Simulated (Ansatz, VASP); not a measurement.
Two plane-wave programs on Li

INCAR

```
SYSTEM = Li
ALGO = Normal ; EDIFF = 1E-6
EDIFFG = -0.005 ; ENCUT = 600
GGA = PE ; IBRION = 2
ISIF = 3 ; ISMEAR = -1
LASPH = .True. ; LCHARG = .False.
LREAL = .False. ; LWAVE = .False.
NELM = 100 ; NSW = 60
PREC = Accurate ; SIGMA = 0.08
```

Contents of KPOINTS:

```
k-points
0
Gamma
  13 13 13
  0 0 0
```

Contents of POSCAR:

```
Li
1.0
    1.9361771506     -1.1178523991      3.4205796326
    0.0000000000      2.2357047981      3.4205796326
   -1.9361771506     -1.1178523991      3.4205796326
Li
2
Direct
    0.2320000000      0.2320000000      0.2320000000
   -0.2320000000     -0.2320000000     -0.2320000000
```

Input for Ansatz:

```yaml
crystal:
  lattice:
    - [1.9361771506, -1.1178523991, 3.4205796326]
    - [0.0, 2.2357047981, 3.4205796326]
    - [-1.9361771506, -1.1178523991, 3.4205796326]
  atoms:
    - { symbol: Li, position: [0.232, 0.232, 0.232] }
    - { symbol: Li, position: [-0.232, -0.232, -0.232] }
kpoints:
  mp_grid: { grid: [13, 13, 13] }
scf:
  occupations: { method: fermi_dirac, width: 0.08 }
hamiltonian:
  xc: pbe
  pseudopotentials: { kind: paw }
output:
  forces: true
  stress: true
relax:
  f_tol: 0.005
  max_steps: 40
  cell: {}
```

Alike in both runs: task relaxation of cell and atoms; functional PBE; k mesh 13 × 13 × 13; occupations fermi-dirac, width 0.08 eV; no spin polarisation.

```csv
,VASP,Ansatz
version,VASP 6.6.1,Ansatz 0.2.0
potentials or method,"VASP PAW PBE potentials, release 64 (Li_sv)","PAW with Ansatz's default frozen-core files, scalar-relativistic"
plane-wave cutoff (eV),600,420
valence electrons in the cell,6,6
```

```csv
,VASP,Ansatz,Ansatz less VASP
relaxed volume (Å³/atom),19.04,20.23,+1.190
relaxed length of the cell vector where the two differ most in proportion (Å),4.748,5.320,+0.5724
```

One of these differences is far larger than is usual between the two programs; its cause wasn't traced.

Noted on VASP's run: the cutoff is under 1.25 times that of the potentials, so the pressure is a little rough.
